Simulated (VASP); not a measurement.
**SiW (zincblende type): single point with PBE**

SiW (zincblende type):

```
CELL_PARAMETERS angstrom
0.00000 2.47914 2.47914
2.47914 0.00000 2.47914
2.47914 2.47914 0.00000
ATOMIC_POSITIONS crystal
W 0.00000 0.00000 0.00000
Si 0.25000 0.25000 0.25000
```

This cell differs from its parent crystal: volume scaled by 0.7.

* Program: VASP 6.6.1
* Task: single point
* Functional: PBE
* Potentials or basis: VASP PAW PBE potentials, release 64 (W_sv, Si)
* Cutoff: 520 eV
* k mesh: 11 × 11 × 11
* Occupations: fermi-dirac, width 0.08 eV
* Spin: no spin polarisation
* Dipole correction: no
* Further INCAR settings: ALGO = Normal; EDIFF = 1e-07; NBANDS = 16

| Item | Value |
| --- | --- |
| Pressure | 78.5 GPa |
| Band gap on the k mesh | zero (band 9 reaches 10.07 eV, above the bottom of band 10 at 8.98 eV) |

Levels at points of the mesh, in eV from the Fermi level:
| k point | band 7 | band 8 | band 9 | band 10 | band 11 | band 12 |
| --- | --- | --- | --- | --- | --- | --- |
| (0.00, 0.00, 0.00) | -3.59 | -3.59 | -0.28 | -0.28 | 7.53 | 8.36 |

Wall time 15 s on 1 thread of Intel(R) Xeon(R) 6975P-C (Granite Rapids), with other jobs on the host, peak memory 0.17 GiB.

Caveat: spin-orbit coupling is left out, which moves the levels of the heavy elements.
